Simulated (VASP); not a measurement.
# SrO in VASP: a series of runs

The runs below take SrO through single point, with PBE.

Program: VASP 6.6.1. These are calculated values, not measurements. Logs are shortened: lines on timing, memory, paths and dates and some standing lists are left out, and cuts for length are marked.

## Step 1: The cell of the first run

The cell holds a sheet with vacuum, 4 atoms: a = 4.051 Å, b = 4.051 Å, c = 34.179 Å, α = 90.00°, β = 90.00°, γ = 120.00°.

## Step 2: Single point, PBE

Input file INCAR:

```
PREC = Accurate
ENCUT = 520
EDIFF = 1E-6
ISMEAR = 0
SIGMA = 0.1
LREAL = F
LASPH = T
NELM = 100
ALGO = Normal
ISIF = 2
LWAVE = F
LCHARG = T
LDIPOL = T
IDIPOL = 3
DIPOL = 0.5 0.5 0.293
GGA = PE
LELF = T
LVHAR = T
LVACPOTAV = T
NBANDS = 24
```

Input file KPOINTS:

```
Automatic mesh
0
Gamma
  6 6 1
```

Input file POSCAR:

```
SrO
1.0
    4.0513186766      0.0000002819      0.0000000000
   -2.0256595825      3.5085447518      0.0000000000
    0.0000000000      0.0000000000     34.1789272000
Sr O
2 2
Direct
    0.0000000000      0.0000000000      0.2048164824
    0.0000000000      0.0000000000      0.3803393911
    0.3333333333      0.6666666667      0.2047796962
    0.3333333333      0.6666666667      0.3803761773
```

Potentials or basis: VASP PAW PBE potentials, release 64 (Sr_sv, O).

On the command line:

```console
> cat potpaw_PBE.64/Sr_sv/POTCAR potpaw_PBE.64/O/POTCAR > POTCAR
> mpirun -np 1 vasp_std > vasp.out
```

OUTCAR:

```text
PREC = Accurate
   ENCUT = 520
   EDIFF = 1E-6
   ISMEAR = 0
   LREAL = F
   LASPH = T
   NELM = 100
   ISIF = 2
   GGA = PE

 ion  position               nearest neighbor table
   1  0.000  0.000  0.205-   3 2.34   3 2.34   3 2.34
   2  0.000  0.000  0.380-   4 2.34   4 2.34   4 2.34
   3  0.333  0.667  0.205-   1 2.34   1 2.34   1 2.34
   4  0.333  0.667  0.380-   2 2.34   2 2.34   2 2.34

  LATTYP: Found a hexagonal cell.
 ALAT       =     4.0513186766
 C/A-ratio  =     8.4364943685

  Lattice vectors:

 A1 = (   4.0513186766,   0.0000002819,   0.0000000000)
 A2 = (  -2.0256595825,   3.5085447518,   0.0000000000)
 A3 = (   0.0000000000,   0.0000000000,  34.1789272000)

Analysis of symmetry for initial positions (statically):
=====================================================================
 Subroutine PRICEL returns:
 Original cell was already a primitive cell.

 Routine SETGRP: Setting up the symmetry group for a
 hexagonal supercell.

 Subroutine GETGRP returns: Found 12 space group operations
 (whereof  6 operations were pure point group operations)
 out of a pool of 24 trial point group operations.

The static configuration has the point symmetry C_3v.
 The point group associated with its full space group is D_3h.

Analysis of symmetry for dynamics (positions and initial velocities):
=====================================================================
 Subroutine PRICEL returns:
 Original cell was already a primitive cell.

 Routine SETGRP: Setting up the symmetry group for a
 hexagonal supercell.

 Subroutine GETGRP returns: Found 12 space group operations
 (whereof  6 operations were pure point group operations)
 out of a pool of 24 trial point group operations.

The dynamic configuration has the point symmetry C_3v.
 The point group associated with its full space group is D_3h.

 Subroutine INISYM returns: Found 12 space group operations
 (whereof  6 operations are pure point group operations),
 and found     1 'primitive' translations

----------------------------------------------------------------------------------------

                                     Primitive cell

  volume of cell :     485.8273

  direct lattice vectors                    reciprocal lattice vectors
     4.051318677  0.000000282  0.000000000     0.246833202  0.142509238  0.000000000
    -2.025659582  3.508544752  0.000000000    -0.000000020  0.285018442  0.000000000
     0.000000000  0.000000000 34.178927200     0.000000000  0.000000000  0.029257794

  length of vectors
     4.051318677  4.051318677 34.178927200     0.285018442  0.285018442  0.029257794

  position of ions in fractional coordinates (direct lattice)
     0.000000000  0.000000000  0.204816482
     0.000000000  0.000000000  0.380339391
     0.333333333  0.666666667  0.204779696
     0.333333333  0.666666667  0.380376177

  ion indices of the primitive-cell ions
   primitive index   ion index
                 1           1
                 2           2
                 3           3
                 4           4

----------------------------------------------------------------------------------------

 KPOINTS: Automatic mesh

Automatic generation of k-mesh.
 Grid dimensions read from file:
 generate k-points for:    6    6    1

 Generating k-lattice:

  Cartesian coordinates                     Fractional coordinates (reciprocal lattice)
     0.041138867  0.023751540  0.000000000     0.166666667 -0.000000000  0.000000000
    -0.000000003  0.047503074  0.000000000    -0.000000000  0.166666667  0.000000000
     0.000000000  0.000000000  0.029257794     0.000000000  0.000000000  1.000000000

  Length of vectors
     0.047503074  0.047503074  0.029257794

  Shift w.r.t. Gamma in fractional coordinates (k-lattice)
     0.000000000  0.000000000  0.000000000

 Subroutine IBZKPT returns following result:
 ===========================================

 Found      7 irreducible k-points:

 Following reciprocal coordinates:
            Coordinates               Weight
  0.000000  0.000000  0.000000      1.000000
  0.166667 -0.000000  0.000000      6.000000
  0.333333  0.000000  0.000000      6.000000
  0.500000  0.000000  0.000000      3.000000
  0.166667  0.166667  0.000000      6.000000
  0.333333  0.166667  0.000000     12.000000
  0.333333  0.333333  0.000000      2.000000
   k-points           NKPTS =      7   k-points in BZ     NKDIM =      7   number of bands    NBANDS=     24
   number of dos      NEDOS =    301   number of ions     NIONS =      4
   total plane-waves  NPLWV = 230400
   dimension x,y,z NGX =    30 NGY =   30 NGZ =  256
   dimension x,y,z NGXF=    60 NGYF=   60 NGZF=  512
   ions per type =               2   2
   NGX,Y,Z   is equivalent  to a cutoff of  12.31, 12.31, 12.45 a.u.
   NGXF,Y,Z  is equivalent  to a cutoff of  24.62, 24.62, 24.90 a.u.
 SYSTEM =  unknown system
   PREC   = accura    normal or accurate (medium, high low for compatibility)
   ISTART =      0    job   : 0-new  1-cont  2-samecut
   ICHARG =      2    charge: 1-file 2-atom 10-const
   ISPIN  =      1    spin polarized calculation?
   LNONCOLLINEAR =      F non collinear calculations
   LSORBIT =      F    spin-orbit coupling
   LASPH  =      T    aspherical Exc in radial PAW
   ENCUT  =  520.0 eV  38.22 Ry    6.18 a.u.   7.53  7.53 63.55*2*pi/ulx,y,z
   NELM   =    100;   NELMIN=  2; NELMDL= -5     # of ELM steps
   EDIFF  = 0.1E-05   stopping-criterion for ELM
   LREAL  =      F    real-space projection
   EDIFFG = 0.1E-04   stopping-criterion for IOM
   NSW    =      0    number of steps for IOM
   IBRION =     -1    ionic relax: 0-MD 1-quasi-New 2-CG
   NFREE  =      0    steps in history (QN), initial steepest desc. (CG)
   ISIF   =      2    stress and relaxation
   ISYM   =      2    0-nonsym 1-usesym 2-fastsym
   POTIM  = 0.5000    time-step for ionic-motion
   TEBEG  =    0.0;   TEEND  =   0.0 temperature during run
   PSTRESS=    0.0 pullay stress
   NELECT =      32.0000    total number of electrons
   NUPDOWN=      -1.0000    fix difference up-down
   EMIN   =  10.00;   EMAX   =-10.00  energy-range for DOS
   EFERMI =   0.00;   METHOD = LEGACY
   ISMEAR =     0;   SIGMA  =   0.10  broadening in eV -4-tet -1-fermi 0-gaus
   EFERMI_NEDOS =   21; number of points for ismear=-14 and -15
   IALGO  =     38    algorithm
   IMIX   =      4    mixing-type and parameters
     AMIX     =   0.40;   BMIX     =  1.00
     AMIX_MAG =   1.60;   BMIX_MAG =  1.00
  volume/ion in A,a.u.               =     121.46       819.63
  Fermi-wavevector in a.u.,A,eV,Ry     =   0.661146  1.249385  5.947302  0.437114
  Thomas-Fermi vector in A             =   1.733815
   LORBIT       =      0    0 simple, 1 ext, 2 COOP (PROOUT), +10 PAW based schemes
   GGA     = PE    functional components
   LHFCALC =     F    Hartree Fock is set to
   AEXX    =    0.0000 exact exchange contribution
   IVDW    =     0    specifies the selected vdW correction
   LEPSILON=     F    determine dielectric tensor
   LRPA    =     F    only Hartree local field effects (RPA)
 non-spin polarized calculation
 Gauss-broadening in eV      SIGMA  =   0.10
  energy-cutoff  :      520.00
  volume of cell :      485.83
 maximum number of plane-waves:     13141
   NGX = 15   NGY = 15   NGZ =127

 dipolmoment           0.000000      0.000000      0.000022 electrons x Angstroem

 number of electron      32.0000009 magnetization

 dipolmoment           0.000000      0.000000     -0.000001 electrons x Angstroem

 Free energy of the ion-electron system (eV)
  ---------------------------------------------------
  ext. energy  EPLUGINS =         0.00000000
  ---------------------------------------------------
  free energy    TOTEN  =       -22.07371584 eV

  energy without entropy =      -22.07371584  energy(sigma->0) =      -22.07371584

 E-fermi :  -2.1405     XC(G=0):  -2.1072

 val. band max:       -2.6947526985   @ k =   0.3333   0.3333   0.0000
 cond. band min:      -1.1851409371   @ k =   0.0000   0.0000   0.0000
 fundamental gap:      1.5096117614
 Fermi energy:        -2.1405461338

 k-point     1 :       0.0000    0.0000    0.0000
  band No.  band energies     occupation
      1     -35.7144      2.00000
      2     -35.7144      2.00000
      3     -18.1096      2.00000
      4     -18.1085      2.00000
      5     -17.6538      2.00000
      6     -17.6535      2.00000
[... 16 lines left out ...]
     23       1.4202      0.00000
     24       2.2458      0.00000

 k-point     2 :       0.1667   -0.0000    0.0000
  band No.  band energies     occupation
      1     -35.7058      2.00000
      2     -35.7058      2.00000
      3     -18.5114      2.00000
      4     -18.5112      2.00000
      5     -18.0973      2.00000
      6     -18.0962      2.00000
[... 16 lines left out ...]
     23       1.7522      0.00000
     24       2.5551      0.00000

 k-point     3 :       0.3333    0.0000    0.0000
  band No.  band energies     occupation
      1     -35.6885      2.00000
      2     -35.6885      2.00000
      3     -19.1448      2.00000
      4     -19.1446      2.00000
      5     -18.0726      2.00000
      6     -18.0717      2.00000
[... 16 lines left out ...]
     23       2.6551      0.00000
     24       3.0988      0.00000

 k-point     4 :       0.5000    0.0000    0.0000
  band No.  band energies     occupation
      1     -35.6798      2.00000
      2     -35.6798      2.00000
      3     -19.3724      2.00000
      4     -19.3723      2.00000
      5     -18.0602      2.00000
      6     -18.0593      2.00000
[... 16 lines left out ...]
     23       3.0124      0.00000
     24       3.6809      0.00000

 k-point     5 :       0.1667    0.1667    0.0000
  band No.  band energies     occupation
      1     -35.6928      2.00000
      2     -35.6928      2.00000
      3     -19.0049      2.00000
      4     -19.0047      2.00000
      5     -18.0788      2.00000
      6     -18.0778      2.00000
[... 16 lines left out ...]
     23       2.3608      0.00000
     24       2.9079      0.00000

 k-point     6 :       0.3333    0.1667    0.0000
  band No.  band energies     occupation
      1     -35.6798      2.00000
      2     -35.6798      2.00000
      3     -19.3469      2.00000
      4     -19.3467      2.00000
      5     -18.0602      2.00000
      6     -18.0593      2.00000
[... 16 lines left out ...]
     23       2.9719      0.00000
     24       3.2246      0.00000

 k-point     7 :       0.3333    0.3333    0.0000
  band No.  band energies     occupation
      1     -35.6755      2.00000
      2     -35.6755      2.00000
      3     -19.4232      2.00000
      4     -19.4231      2.00000
      5     -18.0540      2.00000
      6     -18.0532      2.00000
[... 16 lines left out ...]
     23       3.4942      0.00000
     24       3.6553      0.00000

------------------------ aborting loop because EDIFF is reached ----------------------------------------

  FORCE on cell =-STRESS in cart. coord.  units (eV):
  Direction    XX          YY          ZZ          XY          YZ          ZX
  --------------------------------------------------------------------------------------
  -------------------------------------------------------------------------------------
  Total        0.3402366      0.3402366     -0.0256773     -0.0000000      0.0000000      0.0000000
  in kB        1.1220436      1.1220436     -0.0846793     -0.0000000      0.0000000      0.0000000
  external PRESSURE =       0.7198026 kB  Pullay stress =       0.0000000 kB

 VOLUME and BASIS-vectors are now :
 -----------------------------------------------------------------------------
  energy-cutoff  :      520.00
  volume of cell :      485.83
      direct lattice vectors                 reciprocal lattice vectors
     4.051318677  0.000000282  0.000000000     0.246833202  0.142509238  0.000000000
    -2.025659582  3.508544752  0.000000000    -0.000000020  0.285018442  0.000000000
     0.000000000  0.000000000 34.178927200     0.000000000  0.000000000  0.029257794

 POSITION                                       TOTAL-FORCE (eV/Angst)
 -----------------------------------------------------------------------------------
      0.00000      0.00000      7.00041        -0.000000      0.000000     -0.002122
      0.00000      0.00000     12.99959        -0.000000      0.000000      0.002122
     -0.00000      2.33903      6.99915         0.000000     -0.000000     -0.001326
     -0.00000      2.33903     13.00085         0.000000      0.000000      0.001326
 -----------------------------------------------------------------------------------
    total drift:                                0.000000     -0.000000      0.000021

  FREE ENERGIE OF THE ION-ELECTRON SYSTEM (eV)
  ---------------------------------------------------
  free  energy   TOTEN  =       -22.0737158383 eV

  energy  without entropy=      -22.0737158383  energy(sigma->0) =      -22.07371584

 vacuum level on the upper side and lower side of the slab         0.765         0.765
```

Run time: 4.4 min. Hardware: 1 thread of Intel Xeon Platinum 8259CL at 2.50GHz (Skylake/Cascade Lake), shared host; peak memory 0.51 GiB.

Results:

```yaml
Free_energy: -22.0737 eV
Band_gap_on_the_k_mesh: 1.51 eV, indirect (least direct gap 2.07 eV)
```

Forces on the atoms (eV/Å):
```
Sr   0.000  0.000 -0.002
Sr   0.000  0.000  0.002
O    0.000  0.000 -0.001
O    0.000  0.000  0.001
```

Levels at points of the mesh, in eV from the valence-band top:
```csv
k point,band 13,band 14,band 15,band 16,band 17,band 18,band 19,band 20
"(0.00, 0.00, 0.00)",-1.13,-1.13,-0.65,-0.56,1.51,2.13,2.97,3.50
"(0.50, 0.00, 0.00)",-0.84,-0.81,-0.17,-0.17,3.93,4.45,4.60,4.85
```

## Step 3: Single point, PBE

This run uses another cell than the first one, of 74.51 Å³/atom, 0.613 times its volume.

Input file INCAR:

```
ALGO = Normal
DIPOL = 0.5 0.5 0.500
EDIFF = 1E-6
ENCUT = 520
GGA = PE
IDIPOL = 3
ISIF = 2
ISMEAR = 0
LASPH = T
LCHARG = F
LDIPOL = T
LREAL = F
LWAVE = F
NBANDS = 24
NELM = 100
PREC = Accurate
SIGMA = 0.1
```

Input file KPOINTS:

```
k-points
0
Gamma
  6 6 1
```

Input file POSCAR:

```
SrO
1.0
    4.1482010000      0.0000000000      0.0000000000
   -2.0741010000      3.5924480000      0.0000000000
    0.0000000000      0.0000000000     20.0000000000
Sr O
2 2
Direct
    0.0000000000      0.0000000000      0.3702634100
    0.0000000000      0.0000000000      0.6297365900
    0.3333333300      0.6666666700      0.4308508700
    0.3333333300      0.6666666700      0.5691491300
```

Potentials or basis: VASP PAW PBE potentials, release 64 (Sr_sv, O).

On the command line:

```console
> cat potpaw_PBE.64/Sr_sv/POTCAR potpaw_PBE.64/O/POTCAR > POTCAR
> mpirun -np 1 vasp_std > vasp.out
```

Run time: 1.8 min. Hardware: 1 thread of Intel Xeon Platinum 8259CL at 2.50GHz (Skylake/Cascade Lake), shared host; peak memory 0.4 GiB.

The run converged. Its results:

| Property | Result |
| --- | --- |
| Free energy | -17.6976 eV |
| Largest force | 3.247 eV/Å |
| Band gap on the k mesh | zero (band 16 reaches -1.49 eV, above the bottom of band 17 at -1.73 eV) |

Forces in eV/Å, atoms in the order of the input:
```
Sr   0.000  0.000  3.247
Sr   0.000  0.000 -3.247
O    0.000  0.000 -3.245
O    0.000  0.000  3.245
```

Levels at points of the mesh, in eV from the Fermi level:
```csv
k point,band 13,band 14,band 15,band 16,band 17,band 18,band 19,band 20
"(0.00, 0.00, 0.00)",-0.63,-0.63,-0.46,-0.46,-0.30,0.23,1.82,2.42
"(0.50, 0.00, 0.00)",-0.81,-0.53,-0.31,-0.06,1.54,1.56,2.21,2.30
```
